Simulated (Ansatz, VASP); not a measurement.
# ZnS: VASP beside Ansatz

```
Zn S
1.0
     3.84549    0.00000    0.00000
    -1.92275    3.33029    0.00000
     0.00000    0.00000    6.30533
Zn S
2 2
Direct
  0.33354 0.66687 0.00526
  0.66647 0.33314 0.50533
  0.33317 0.66651 0.37971
  0.66683 0.33349 0.87970
```

Change from the starting cell: atom 3 moved 0.06 Å; relaxed back.

Alike in both runs: functional PBE; k mesh 6 × 6 × 4; occupations gaussian, width 0.05 eV; no spin polarisation.

Ansatz relaxed the structure, and its values are those at the end. VASP's run is a single point on that final structure, the one shown.

|  | VASP | Ansatz |
| --- | --- | --- |
| version | VASP 6.6.1 | Ansatz 0.2.0 |
| potentials or method | VASP PAW PBE potentials, release 64 (Zn, S), cutoff 520 eV | scalar-relativistic, plane waves, PAW |
| valence electrons in the cell | 36 | 36 |

VASP gave:

| Property | Result |
| --- | --- |
| gap on the k mesh at the Fermi level (eV) | 2.08 |
| least direct gap on the mesh (eV) | 2.08 |
| pressure (GPa) | 0.2 |

Problem. Which values does Ansatz return?

Solution. gap on the k mesh at the Fermi level (eV): 2.08; least direct gap on the mesh (eV): 2.08; pressure (GPa): 0.0.

Ansatz's warnings: stress scf threshold loose.
